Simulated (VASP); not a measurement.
The system is MoS2.

```
Mo S
1.0
     3.16900    0.00000    0.00000
    -1.58450    2.74443    0.00000
     0.00000    0.00000   12.32400
Mo S
2 4
Cartesian
  0.0000 1.8296 3.0810
  1.5845 0.9148 9.2430
  0.0000 1.8296 7.6779
  1.5845 0.9148 1.5159
  0.0000 1.8296 10.8081
  1.5845 0.9148 4.6461
```

```yaml
Program: VASP 6.6.1
Task: relaxation of cell and atoms
Functional: PBEsol
Potentials_or_basis: VASP PAW PBE potentials, release 64 (Mo_sv, S)
Cutoff: 600 eV
k_mesh: 10 × 10 × 2
Occupations: fermi-dirac, width 0.1 eV
Spin: no spin polarisation
```

At the start: pressure -3.0 GPa; volume 17.86 Å³/atom.

Question: Where does the relaxation end?

Answer: Over 22 steps the energy falls by 4.4 meV/atom and the volume is 17.89 Å³/atom (+0.1 %); space group P6_3/mmc (No. 194, to 0.1 Å) before and after.

The path:
```
step  energy change (eV)  largest force (eV/Å)  pressure (GPa)  volume (Å³)
   1              0.0000                0.3126           -2.99       107.18
   2              0.0574                0.7651            6.48       102.10
   3             -0.0204                0.0326           -0.02       105.42
   4             -0.0204                0.0395            0.06       105.39
   5             -0.0228                0.0408            0.13       105.22
   6             -0.0228                0.0417            0.13       105.21
   7             -0.0232                0.0507            0.02       105.40
   8             -0.0240                0.0769           -0.31       105.95
   9             -0.0237                0.1292           -0.94       107.05
  10             -0.0242                0.0959           -0.55       106.36
  11             -0.0243                0.0930           -0.54       106.38
  12             -0.0246                0.0837           -0.51       106.44
  13             -0.0251                0.0671           -0.41       106.55
  14             -0.0258                0.0318           -0.23       106.79
  15             -0.0262                0.0392            0.13       107.25
  16             -0.0262                0.0226            0.03       107.14
  17             -0.0262                0.0190            0.02       107.12
  18             -0.0263                0.0153            0.01       107.16
  19             -0.0264                0.0035           -0.01       107.27
  20             -0.0263                0.0196           -0.04       107.49
  21             -0.0264                0.0044           -0.02       107.34
  22             -0.0264                0.0015            0.00       107.34
```

Final structure:
```
CELL_PARAMETERS angstrom
3.14142 0.00000 0.00000
-1.57071 2.72055 0.00000
0.00000 0.00000 12.56004
ATOMIC_POSITIONS crystal
Mo 0.33333 0.66667 0.25000
Mo 0.66667 0.33333 0.75000
S 0.33333 0.66667 0.62587
S 0.66667 0.33333 0.12587
S 0.33333 0.66667 0.87413
S 0.66667 0.33333 0.37413
```

Caveat: the PAW data sets were made with another functional, which shifts forces and pressure a little; this functional lacks dispersion, which binds the layers, so the pressure and a relaxed spacing across them are unreliable.
